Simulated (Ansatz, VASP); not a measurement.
**Be3TeO2: VASP beside Ansatz**

```
Be Te O
1.0
     2.41498   -6.54029    0.00000
     2.41498    6.54029    0.00000
     0.00000    0.00000    2.55750
Be Te O
3 1 2
Cartesian
  2.4150 -3.3218 0.0000
  2.4150 3.3218 0.0000
  2.4150 0.0000 1.2788
  0.0000 0.0000 0.0000
  1.2075 -3.2701 1.2788
  1.2075 3.2701 1.2788
```

Change from the starting cell: species swapped into the LaAl2Ag3 type (Cmmm, No. 65).

Alike in both runs: functional PBE; k mesh 4 × 4 × 6; occupations gaussian, width 0.1 eV; no spin polarisation.

Ansatz relaxed the structure, and its values are those at the end. VASP's run is a single point on that final structure, the one shown.

|  | VASP | Ansatz |
| --- | --- | --- |
| version | VASP 6.6.1 | Ansatz 0.2.0 |
| potentials or method | VASP PAW PBE potentials, release 64 (Be, Te, O), cutoff 520 eV | scalar-relativistic, plane waves, PAW |
| valence electrons in the cell | 24 | 34 |

|  | VASP | Ansatz | Ansatz less VASP |
| --- | --- | --- | --- |
| gap on the k mesh at the Fermi level (eV) | none | none | - |
| pressure (GPa) | 0.2 | 0.0 | -0.21 |

A gap of «none» marks a metal or a gap that the smearing closes. With one functional, cell and mesh, what is left measures potentials, basis and numerics. VASP's potentials hold 24 valence electrons a cell and Ansatz's 34, so a difference there can come from the potentials and not from the codes.

The k mesh is coarse, so the values compare programs but aren't converged. Neither program's run includes spin-orbit coupling.
